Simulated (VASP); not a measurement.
Write the native input for VASP 6.6.1 that does the following.

- Task: single point
- Functional: PBE-based screened hybrid
- Potentials or basis: VASP PAW PBE potentials, release 64 (C)
- Cutoff: 520 eV
- k mesh: 6 × 6 × 6
- Occupations: gaussian, width 0.01 eV
- Spin: no spin polarisation
- Dipole correction: no
- Grid for exact exchange (PRECFOCK): Normal
- Share of exact exchange: 0.75
- Further INCAR settings: ALGO = Normal; EDIFF = 1e-06; NBANDS = 11
- Screening parameter: 0.3 1/Å

C:

```xyz
2
Lattice="0.0000 1.7801 1.7801 1.7801 0.0000 1.7801 1.7801 1.7801 0.0000" Properties=species:S:1:pos:R:3 pbc="T T T"
C     0.0000    0.0000    0.0000
C     0.8901    0.8901    0.8901
```

The input as run:

POSCAR

```
C
1.0
    0.0000000000      1.7801241411      1.7801241411
    1.7801241411      0.0000000000      1.7801241411
    1.7801241411      1.7801241411      0.0000000000
C
2
Direct
    0.0000000000      0.0000000000      0.0000000000
    0.2500000000      0.2500000000      0.2500000000
```

INCAR.step1

```
SYSTEM = C
ALGO     = Normal         ! electronic algorithm
EDIFF    = 1E-5           ! SCF threshold, eV
ENCUT    = 520            ! plane-wave cutoff, eV
GGA      = PE             ! functional
GGA_COMPAT= .FALSE.      
ISIF     = 2              ! what is computed and relaxed
ISMEAR   = 0              ! smearing method
LASPH    = .TRUE.         ! aspherical terms in the spheres
LCHARG   = .FALSE.        ! write CHGCAR
LREAL    = .FALSE.        ! projectors in reciprocal space
LWAVE    = .TRUE.         ! write WAVECAR
NBANDS   = 11             ! bands
NELM     = 120            ! most SCF steps
PREC     = Accurate       ! precision mode
SIGMA    = 0.01           ! smearing width, eV
```

INCAR.step2

```
SYSTEM = C
AEXX     = 0.75           ! exact-exchange fraction
ALGO     = Normal         ! electronic algorithm
EDIFF    = 1E-6           ! SCF threshold, eV
ENCUT    = 520            ! plane-wave cutoff, eV
GGA      = PE             ! functional
GGA_COMPAT= .FALSE.      
HFSCREEN = 0.3            ! screening, 1/A
ISIF     = 2              ! what is computed and relaxed
ISMEAR   = 0              ! smearing method
ISTART   = 1            
LASPH    = .TRUE.         ! aspherical terms in the spheres
LCHARG   = .FALSE.        ! write CHGCAR
LHFCALC  = .TRUE.         ! exact exchange
LREAL    = .FALSE.        ! projectors in reciprocal space
LWAVE    = .FALSE.        ! write WAVECAR
NBANDS   = 11             ! bands
NELM     = 120            ! most SCF steps
PREC     = Accurate       ! precision mode
PRECFOCK = Normal       
SIGMA    = 0.01           ! smearing width, eV
```

KPOINTS

```
k-points
0
G
  6 6 6
  0 0 0
```

Potentials or basis: VASP PAW PBE potentials, release 64 (C).

Command:

```sh
$ cat potpaw_PBE.64/C/POTCAR > POTCAR
$ cp INCAR.step1 INCAR
$ mpirun -np 1 vasp_std > vasp.out
$ cp INCAR.step2 INCAR
$ mpirun -np 1 vasp_std > vasp.out
```

Results of the run:

| Property | Result |
| --- | --- |
| Pressure | -21.6 GPa |
| Band gap on the k mesh | 7.09 eV, indirect (least direct gap 9.23 eV) |

Caveat: the k points lie up to 0.51 Å⁻¹ apart; the PAW data sets were made with another functional, which shifts forces and pressure a little.

Wall time 5 min on 1 thread of Intel Xeon 8259CL (shared host), peak memory 0.22 GiB.
